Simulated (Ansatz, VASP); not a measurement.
**Two plane-wave programs on Rb2BaS2**

```
CELL_PARAMETERS angstrom
5.13990 0.00000 0.00000
-2.56995 4.45129 0.00000
0.00000 0.00000 9.12490
ATOMIC_POSITIONS crystal
Rb 0.66667 0.33333 0.37590
Rb 0.33333 0.66667 0.62410
Ba 0.00000 0.00000 0.00000
S 0.66667 0.33333 0.72194
S 0.33333 0.66667 0.27806
```

Change from the starting cell: species swapped into the SrAl2Si2 type (P-3m1, No. 164).

Alike in both runs: task relaxation of cell and atoms; functional PBE; k mesh 6 × 6 × 2; occupations gaussian, width 0.1 eV; no spin polarisation.

|  | VASP | Ansatz |
| --- | --- | --- |
| version | VASP 6.6.1 | Ansatz 0.2.0 |
| potentials or method | VASP PAW PBE potentials, release 64 (Rb_sv, Ba_sv, S), cutoff 600 eV | scalar-relativistic, plane waves, PAW |
| valence electrons in the cell | 40 | 40 |

|  | VASP | Ansatz | Ansatz less VASP |
| --- | --- | --- | --- |
| gap on the k mesh at the Fermi level, each at its own relaxed structure (eV) | 2.31 | 2.37 | +0.061 |
| relaxed volume (Å³/atom) | 36.63 | 35.96 | -0.676 |
| relaxed length of the cell vector where the two differ most in proportion (Å) | 8.579 | 8.477 | -0.1014 |

Spin-orbit coupling is off throughout.
